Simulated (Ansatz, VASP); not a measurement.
## One calculation of La, two programs

The input INCAR:

```
PREC = Accurate
ENCUT = 520
EDIFF = 1E-6
ISMEAR = -1
SIGMA = 0.05
LREAL = F
LASPH = T
NELM = 60
ALGO = Normal
ISIF = 2
LWAVE = F
LCHARG = F
GGA = PS
NBANDS = 18
```

Contents of KPOINTS:

```
regular mesh
0
Gamma
  8 8 5
```

The input POSCAR:

```
La
1.0
    3.8235480841      0.0000000000      0.0000000000
   -1.9117740420      3.3112897734      0.0000000000
    0.0000000000      0.0000000000      6.1890498321
La
2
Direct
    0.6666666667      0.3333333333      0.7500000000
    0.3333333333      0.6666666667      0.2500000000
```

Contents of input.yaml:

```yaml
crystal:
  lattice:
    - [3.8235480841, 0.0, 0.0]
    - [-1.911774042, 3.3112897734, 0.0]
    - [0.0, 0.0, 6.1890498321]
  atoms:
    - { symbol: La, position: [0.6666666667, 0.3333333333, 0.75] }
    - { symbol: La, position: [0.3333333333, 0.6666666667, 0.25] }
kpoints:
  mp_grid: { grid: [8, 8, 5] }
scf:
  occupations: { method: fermi_dirac, width: 0.05 }
hamiltonian:
  xc: pbesol
  pseudopotentials: { kind: all_electron, lapw: { basis_error: 0.0005 } }
output:
  forces: true
  stress: true
  eigenvalues: true
```

Change from the starting cell: volume scaled by 1.06.

Alike in both runs: task single point; functional PBEsol; k mesh 8 × 8 × 5; occupations fermi-dirac, width 0.05 eV; no spin polarisation.

|  | VASP | Ansatz |
| --- | --- | --- |
| version | VASP 6.6.1 | Ansatz 0.2.0 |
| potentials or method | VASP PAW PBE potentials, release 64 (La), cutoff 520 eV | all-electron LAPW, scalar-relativistic |

```csv
,VASP,Ansatz,Ansatz less VASP
gap on the k mesh at the Fermi level (eV),none,none,-
pressure (GPa),-2.7,-2.7,+0.01
"traceless stress, the component that is largest in VASP (GPa)",-0.27,-0.28,-0.008
```

VASP's potentials were made for PBE, not for PBEsol. A gap of «none» marks a metal or a gap that the smearing closes. Ansatz ran all-electron here, and VASP with PAW potentials.

Spin-orbit coupling is off throughout.
